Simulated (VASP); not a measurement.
The system is CdTe (rocksalt type).

```
CELL_PARAMETERS angstrom
0.00000 2.89816 2.89816
2.89816 0.00000 2.89816
2.89816 2.89816 0.00000
ATOMIC_POSITIONS crystal
Cd 0.00000 0.00000 0.00000
Te 0.50000 0.50000 0.50000
```

```yaml
Program: VASP 6.6.1
Task: relaxation of cell and atoms
Functional: LDA
Potentials_or_basis: VASP PAW LDA potentials, release 64 (Cd, Te)
Cutoff: 600 eV
k_mesh: 13 × 13 × 13
Occupations: fermi-dirac, width 0.05 eV
Spin: no spin polarisation
```

At the start: pressure 5.5 GPa; volume 24.34 Å³/atom.

Task: How do energy, volume and symmetry change on relaxing?

Result: Over 3 steps the energy falls by 30.4 meV/atom and the volume is 26.23 Å³/atom (+7.8 %); space group Fm-3m (No. 225, to 0.05 Å).

Step by step:
```tsv
step	energy change (eV)	largest force (eV/Å)	pressure (GPa)	volume (Å³)
1	0.0000	0.0000	5.55	48.69
2	-0.0412	0.0000	-2.48	54.87
3	-0.0607	0.0000	0.01	52.46
```

Final structure:
```yaml
crystal:
  lattice:
    - [0.00000, 2.97124, 2.97124]
    - [2.97124, 0.00000, 2.97124]
    - [2.97124, 2.97124, 0.00000]
  atoms:
    - { symbol: Cd, position: [0.00000, 0.00000, 0.00000] }
    - { symbol: Te, position: [0.50000, 0.50000, 0.50000] }
```
